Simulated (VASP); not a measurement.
Write the native input for VASP 6.6.1 that does the following.

| Item | Value |
| --- | --- |
| Task | single point |
| Functional | PBE |
| Potentials or basis | VASP PAW PBE potentials, release 64 (Pt, Pb_d, C) |
| Cutoff | 520 eV |
| k mesh | 5 × 5 × 5 |
| Occupations | fermi-dirac, width 0.1 eV |
| Spin | no spin polarisation |
| Dipole correction | no |
| Further INCAR settings | ALGO = Normal; EDIFF = 1e-06; NBANDS = 32 |

The structure of Pt3PbC lies in POSCAR:

```
Pt3PbC
1.0
    4.4609852497      0.0000000000      0.0000000000
    0.0000000000      4.4609852497      0.0000000000
    0.0000000000      0.0000000000      4.4609852497
Pt Pb C
3 1 1
Direct
    0.0000000000      0.5000000000      0.5000000000
    0.5000000000      0.5000000000      0.0000000000
    0.5000000000      0.0000000000      0.5000000000
    0.0000000000      0.0000000000      0.0000000000
    0.5000000000      0.5000000000      0.5000000000
```

One way to write it, as run:

INCAR

```
PREC = Accurate
ENCUT = 520
EDIFF = 1E-6
ISMEAR = -1
SIGMA = 0.1
LREAL = F
LASPH = T
NELM = 100
ALGO = Normal
ISIF = 2
LWAVE = F
LCHARG = T
GGA = PE
LELF = T
LVHAR = T
NBANDS = 32
```

KPOINTS

```
regular mesh
0
Gamma
  5 5 5
```

Potentials or basis: VASP PAW PBE potentials, release 64 (Pt, Pb_d, C).

The run is started by

```sh
$ cat potpaw_PBE.64/Pt/POTCAR potpaw_PBE.64/Pb_d/POTCAR potpaw_PBE.64/C/POTCAR > POTCAR
$ mpirun -np 1 vasp_std > vasp.out
```

It gave:

- Pressure: -11.1 GPa
- Band gap on the k mesh: zero (band 24 reaches 8.08 eV, above the bottom of band 25 at 7.68 eV)

Caveat: spin-orbit coupling is left out, which moves the levels of the heavy elements.

Wall time 37 s on 1 thread of Intel Xeon 6975P-C (shared host), peak memory 0.22 GiB.
